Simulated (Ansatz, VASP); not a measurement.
**BeZn3Te4 in VASP and in Ansatz**

```
Be Zn Te
1.0
     4.28616    0.00074    0.00018
     0.00074    4.28429   -0.00023
     0.00008   -0.00143   12.08533
Be Zn Te
1 3 4
Direct
  0.49991 0.50011 0.49999
  0.99980 0.00027 0.73988
  0.00019 0.00006 0.26008
  0.50013 0.49948 0.99998
  0.49985 0.00013 0.60891
  0.99993 0.50008 0.39111
  0.50010 0.99968 0.13013
  0.00008 0.50020 0.86992
```

Change from the starting cell: cell x1, atoms moved at random (sigma 0.15 Å) and cell strained at random (1.5 %), then relaxed without symmetry.

Alike in both runs: functional PBE; k mesh 4 × 4 × 1; occupations gaussian, width 0.1 eV; no spin polarisation.

Ansatz relaxed the structure, and its values are those at the end. VASP's run is a single point on that final structure, the one shown.

|  | VASP | Ansatz |
| --- | --- | --- |
| version | VASP 6.6.1 | Ansatz 0.2.0 |
| potentials or method | VASP PAW PBE potentials, release 64 (Be, Zn, Te), cutoff 520 eV | scalar-relativistic, plane waves, PAW |
| valence electrons in the cell | 62 | 102 |

```csv
,VASP,Ansatz,Ansatz less VASP
gap on the k mesh at the Fermi level (eV),1.51,1.51,+0.001
least direct gap on the mesh (eV),1.51,1.51,+0.001
pressure (GPa),0.1,0.0,-0.09
rms of the force components (eV/Å),0.004,0.004,-0.0003
```

The functional is the same, so the differences come from potentials, cutoffs and numerics. VASP's potentials hold 62 valence electrons a cell and Ansatz's 102, so a difference there can come from the potentials and not from the codes.

The k mesh is coarse, so the values compare programs but aren't converged. Spin-orbit coupling is off throughout.
